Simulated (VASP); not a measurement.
**GaP: single point with PBE**

The system is GaP.

```
CELL_PARAMETERS angstrom
0.00000 2.83442 2.63093
2.83442 0.00000 2.63093
2.83442 2.83442 0.00000
ATOMIC_POSITIONS crystal
Ga 0.00000 0.00000 0.00000
P 0.25000 0.25000 0.25000
```

This cell differs from its parent crystal: epitaxial xy strain +4.0%.

| Quantity | Value |
| --- | --- |
| Program | VASP 6.6.1 |
| Task | single point |
| Functional | PBE |
| Potentials or basis | VASP PAW PBE potentials, release 64 (Ga_d, P) |
| Cutoff | 500 eV |
| k mesh | 4 × 4 × 4 |
| Occupations | gaussian, width 0.01 eV |
| Spin | no spin polarisation |
| Dipole correction | no |
| Further INCAR settings | ALGO = Normal; EDIFF = 1e-06; NBANDS = 16 |

```
Pressure               : -0.8 GPa
Band gap on the k mesh : 1.14 eV, indirect (least direct gap 1.18 eV)
```

Stress tensor (GPa, compression positive):
```
-2.40  0.00  0.00
 0.00 -2.40  0.00
 0.00  0.00  2.36
```

Levels at points of the mesh, in eV from the valence-band top:
| k point | band 6 | band 7 | band 8 | band 9 | band 10 | band 11 | band 12 | band 13 |
| --- | --- | --- | --- | --- | --- | --- | --- | --- |
| (0.00, 0.00, 0.00) | -12.41 | -0.36 | -0.36 | 0.00 | 1.18 | 3.55 | 3.72 | 3.72 |
| (0.50, 0.00, 0.00) | -10.48 | -6.64 | -1.57 | -1.02 | 1.19 | 4.21 | 4.84 | 7.99 |
| (0.50, 0.50, 0.00) | -9.44 | -6.50 | -3.09 | -3.09 | 1.14 | 1.18 | 9.98 | 9.98 |
| (0.50, 0.00, 0.50) | -9.73 | -6.96 | -2.62 | -2.58 | 1.65 | 1.84 | 9.70 | 9.76 |

Run time: 4.8 s on 1 thread of Intel(R) Xeon(R) 6975P-C (Granite Rapids), with other jobs on the host, peak memory 0.15 GiB.

Caveat: the k points lie up to 0.49 Å⁻¹ apart; the cell differs from its parent crystal (epitaxial xy strain +4.0%). A k mesh can miss the band edges.
